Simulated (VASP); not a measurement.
Set up this calculation in VASP 6.6.1, as the native input.

* Task: relaxation of cell and atoms
* Functional: PBE
* Potentials or basis: VASP PAW PBE potentials, release 64 (Be, Zn, Se)
* Cutoff: 600 eV
* k mesh: 4 × 2 × 4
* Occupations: gaussian, width 0.1 eV
* Spin: no spin polarisation
* Dipole correction: no
* Further INCAR settings: ALGO = Normal; EDIFF = 1e-06; IBRION = 2; EDIFFG = -0.04; NSW = 90; ISIF = 3

The structure of BeZn3Se4 lies in POSCAR:

```
BeZn3Se4
1.0
    3.8724243600      0.0000000000      0.0000000000
    0.0000000000      7.7448487300      0.0000000000
    0.0000000000      0.0000000000      5.4764350500
Be Zn Se
1 3 4
Direct
    0.0000000000      0.5000000000      0.0000000000
    0.0000000000      0.0000000000      0.0000000000
    0.5000000000      0.7500000000      0.5000000000
    0.5000000000      0.2500000000      0.5000000000
    0.0000000000      0.2500000000      0.2500000000
    0.0000000000      0.7500000000      0.2500000000
    0.5000000000      0.0000000000      0.7500000000
    0.5000000000      0.5000000000      0.7500000000
```

These files were run (other wordings do the same):

INCAR

```
ALGO = Normal
EDIFF = 1E-6
EDIFFG = -0.04
ENCUT = 600
GGA = PE
IBRION = 2
ISIF = 3
ISMEAR = 0
LASPH = True
LCHARG = False
LREAL = False
LWAVE = False
NELM = 60
NSW = 90
PREC = Accurate
SIGMA = 0.1
```

KPOINTS

```
k-points
0
Gamma
  4 2 4
```

Potentials or basis: VASP PAW PBE potentials, release 64 (Be, Zn, Se).

The run is started by

```console
$ cat potpaw_PBE.64/Be/POTCAR potpaw_PBE.64/Zn/POTCAR potpaw_PBE.64/Se/POTCAR > POTCAR
$ mpirun -np 1 vasp_std > vasp.out
```

Results of the run:

```
Relaxed volume                        : 21.98 Å³/atom
Relaxed cell                          : a = 3.962 Å, b = 7.951 Å, c = 5.583 Å, α = 90.00°, β = 90.00°, γ = 90.00°
Space group after relaxing (to 0.1 Å) : Pmm2 (No. 25)
Energy gained by relaxing             : 77.4 meV/atom
Ionic steps                           : 14
Pressure after relaxing               : 0.0 GPa
Largest force after relaxing          : 0.029 eV/Å
Band gap on the k mesh                : 1.63 eV
```

Wall time 31 min on 1 thread of Intel Xeon 8259CL, with other jobs on the host, peak memory 0.4 GiB.
